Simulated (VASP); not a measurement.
Crystal: Cd.

```
CELL_PARAMETERS angstrom
2.72722 0.00000 0.00000
-1.36361 2.36184 0.00000
0.00000 0.00000 4.41357
ATOMIC_POSITIONS crystal
Cd 0.33333 0.66667 0.25000
Cd 0.66667 0.33333 0.75000
```

| Quantity | Value |
| --- | --- |
| Program | VASP 6.6.1 |
| Task | relaxation of cell and atoms |
| Functional | PBE |
| Potentials or basis | VASP PAW PBE potentials, release 64 (Cd_sv_GW) |
| Cutoff | 630 eV |
| k mesh | 12 × 12 × 4 |
| Occupations | gaussian, width 0.1 eV |
| Spin | no spin polarisation |

At the start: pressure 75.9 GPa; volume 14.21 Å³/atom.

Task: Where does the relaxation end?

Result: Over 9 steps the energy falls by 1089.8 meV/atom and the volume is 21.26 Å³/atom (+49.6 %); space group P6_3/mmc (No. 194, to 0.1 Å) before and after.

The path:
```csv
step,energy change (eV),largest force (eV/Å),pressure (GPa),volume (Å³)
1,0.0000,0.0000,75.91,28.43
2,-1.4758,0.0000,-7.83,66.11
3,-2.1502,0.0000,-1.92,44.03
4,-2.1567,0.0000,-1.21,43.36
5,-2.1604,0.0000,0.10,42.31
6,-2.1602,0.0000,-0.33,42.62
7,-2.1625,0.0000,-0.31,42.62
8,-2.1714,0.0000,-0.25,42.60
9,-2.1796,0.0000,0.16,42.52
```

Final structure:
```
Cd
1.0
     3.03371    0.00000    0.00000
    -1.51686    2.62727    0.00000
     0.00000    0.00000    5.33421
Cd
2
Direct
  0.33333 0.66667 0.25000
  0.66667 0.33333 0.75000
```

Caveat: the volume moved by over 15 % at a fixed basis, so the end points are rough.
